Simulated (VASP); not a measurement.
A run of VASP 6.6.1 is set up as follows.

File INCAR:

```
PREC = Accurate ; ENCUT = 520
EDIFF = 1E-7 ; ISMEAR = -1
SIGMA = 0.08 ; LREAL = False
LASPH = True ; NELM = 60
ALGO = Normal ; ISIF = 2
LWAVE = False ; LCHARG = False
LDIPOL = True ; IDIPOL = 3
DIPOL = 0.5 0.5 0.500 ; GGA = PE
NBANDS = 21
```

File KPOINTS:

```
Automatic mesh
0
Gamma
  8 8 1
```

POSCAR

```
K2Ca
1.0
    5.2834179736      0.0000000000      0.0000000000
    0.0000000000      5.2834179736      0.0000000000
    0.0000000000      0.0000000000     25.2834000000
K Ca
2 1
Direct
    0.0000000000      0.0000000000      0.3955160704
    0.0000000000      0.0000000000      0.6044839296
    0.5000000000      0.5000000000      0.5000000000
```

Potentials or basis: VASP PAW PBE potentials, release 64 (K_sv, Ca_sv).

The run is started by

```sh
$ cat potpaw_PBE.64/K_sv/POTCAR potpaw_PBE.64/Ca_sv/POTCAR > POTCAR
$ mpirun -np 1 vasp_std > vasp.out
```

(1) What does it give for the largest force?

(2) What does it give for the band gap on the k mesh?

Answers

(1) 0.172 eV/Å.

(2) zero (bands 14 and 15 overlap by 0.50 eV).
